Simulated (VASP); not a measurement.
Set up this calculation in VASP 6.6.1, as the native input.

```yaml
Task: single point
Functional: LDA
Potentials_or_basis: VASP PAW LDA potentials, release 64 (Te, Pt)
Cutoff: 520 eV
k_mesh: 15 × 15 × 10
Occupations: gaussian, width 0.15 eV
Spin: no spin polarisation
Dipole_correction: no
Further_INCAR_settings: ALGO = Normal; EDIFF = 1e-07; NBANDS = 24
```

The structure of TePt lies in POSCAR:

```
TePt
1.0
    4.1109998117      0.0000000000      0.0000000000
   -2.0554999058      3.5602302719      0.0000000000
    0.0000000000      0.0000000000      5.4460000000
Te Pt
2 2
Direct
    0.3333333333      0.6666666667      0.2500000000
    0.6666666667      0.3333333333      0.7500000000
    0.0000000000      0.0000000000      0.0000000000
    0.0000000000      0.0000000000      0.5000000000
```

These files were run (other wordings do the same):

INCAR

```
SYSTEM = TePt
ALGO = Normal ; EDIFF = 1E-7
ENCUT = 520 ; ISIF = 2
ISMEAR = 0 ; LASPH = .True.
LCHARG = .True. ; LELF = .True.
LREAL = .False. ; LVHAR = .True.
LWAVE = .False. ; NBANDS = 24
NELM = 80 ; PREC = Accurate
SIGMA = 0.15
```

KPOINTS

```
k-points
0
Gamma
  15 15 10
  0 0 0
```

Potentials or basis: VASP PAW LDA potentials, release 64 (Te, Pt).

The run is started by

```bash
$ cat potpaw_LDA.64/Te/POTCAR potpaw_LDA.64/Pt/POTCAR > POTCAR
$ mpirun -np 1 vasp_std > vasp.out
```

Results of the run:

```json
{
 "Pressure": "9.0 GPa",
 "Band gap on the k mesh": "zero (band 16 reaches 11.83 eV, above the bottom of band 17 at 10.23 eV)"
}
```

Caveat: spin-orbit coupling is left out, which moves the levels of the heavy elements.

Run time: 2.9 min on 1 thread of Intel(R) Xeon(R) Platinum 8375C CPU @ 2.90GHz (Ice Lake), on a shared host, peak memory 0.38 GiB.
